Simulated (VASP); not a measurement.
C, 4 atoms in the cell. The cell holds a slab with vacuum, 4 atoms: a = 2.466 Å, b = 2.466 Å, c = 32.600 Å, α = 90.00°, β = 90.00°, γ = 120.00°. 

```yaml
Program: VASP 6.6.1
Task: single point
Functional: PBE
Dispersion: D3(BJ)
Potentials_or_basis: VASP PAW PBE potentials, release 64 (C)
Cutoff: 520 eV
k_mesh: 18 × 18 × 1
Occupations: gaussian, width 0.1 eV
Spin: no spin polarisation
Dipole_correction: yes
Further_INCAR_settings: ALGO = Normal; EDIFF = 1e-07; NBANDS = 16
```

Potentials or basis: VASP PAW PBE potentials, release 64 (C).

Run with:

```console
$ cat potpaw_PBE.64/C/POTCAR > POTCAR
$ mpirun -np 1 vasp_std > vasp.out
```

Hardware: 1 thread of AMD EPYC 7R43 64-Core Processor (Zen 3) (shared host).

Task: Estimate the wall time of this run.

Result: It took 8.3 min on 1 thread of AMD EPYC 7R43 64-Core Processor (Zen 3) (shared host), peak memory 0.35 GiB. Counts: scf iterations 23, k points 91.
